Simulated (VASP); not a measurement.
Ag: single point with LDA

The system is Ag.

```xyz
1
Lattice="0.0000 2.0012 2.0012 2.0012 0.0000 2.0012 2.0012 2.0012 0.0000" Properties=species:S:1:pos:R:3 pbc="T T T"
Ag    0.0000    0.0000    0.0000
```

| Quantity | Value |
| --- | --- |
| Program | VASP 6.6.1 |
| Task | single point |
| Functional | LDA |
| Potentials or basis | VASP PAW LDA potentials, release 64 (Ag) |
| Cutoff | 500 eV |
| k mesh | 18 × 18 × 18 |
| Occupations | gaussian, width 0.1 eV |
| Spin | no spin polarisation |

- Pressure: 0.1 GPa
- Band gap on the k mesh: zero (an odd number of electrons rules out a gap without spin polarisation)

Levels at points of the mesh, in eV from the Fermi level:
| k point | band 2 | band 3 | band 4 | band 5 | band 6 | band 7 | band 8 | band 9 | band 10 | band 11 |
| --- | --- | --- | --- | --- | --- | --- | --- | --- | --- | --- |
| (0.00, 0.00, 0.00) | -4.98 | -4.98 | -4.98 | -3.81 | -3.81 | 16.16 | 20.03 | 20.03 | 20.03 | 25.21 |
| (0.50, 0.00, 0.00) | -5.01 | -5.01 | -2.91 | -2.91 | -0.59 | 3.95 | 15.42 | 18.38 | 18.38 | 23.80 |
| (0.50, 0.50, 0.00) | -6.66 | -2.94 | -2.68 | -2.68 | 1.50 | 7.24 | 10.89 | 10.89 | 18.03 | 18.12 |

Wall time 13 s on 1 thread of Intel(R) Xeon(R) 6975P-C (Granite Rapids) (shared host), peak memory 0.15 GiB.
